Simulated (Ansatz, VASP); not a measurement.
# B2N in VASP and in Ansatz

```
CELL_PARAMETERS angstrom
-1.80513 1.80513 3.75183
1.80513 -1.80513 3.75183
1.80513 1.80513 -3.75183
ATOMIC_POSITIONS crystal
B 0.25695 0.25695 0.51389
B 0.25695 0.74305 0.00000
B 0.74305 0.25695 0.00000
B 0.74305 0.74305 0.48611
N 0.64464 0.64464 0.00000
N 0.35536 0.35536 0.00000
```

Alike in both runs: functional PBE; k mesh 6 × 6 × 6; occupations gaussian, width 0.1 eV; no spin polarisation.

Ansatz relaxed the structure, and its values are those at the end. VASP's run is a single point on that final structure, the one shown.

|  | VASP | Ansatz |
| --- | --- | --- |
| version | VASP 6.6.1 | Ansatz 0.2.0 |
| potentials or method | VASP PAW PBE potentials, release 64 (B_h, N_h), cutoff 1330 eV | scalar-relativistic, plane waves, PAW |
| valence electrons in the cell | 22 | 22 |

```csv
,VASP,Ansatz,Ansatz less VASP
gap on the k mesh at the Fermi level (eV),none,none,-
pressure (GPa),-0.1,0.1,+0.11
rms of the force components (eV/Å),0.007,0.005,-0.0015
```

A gap of «none» marks a metal or a gap that the smearing closes. The functional is the same, so the differences come from potentials, cutoffs and numerics.

The k mesh is coarse, so the values compare programs but aren't converged.
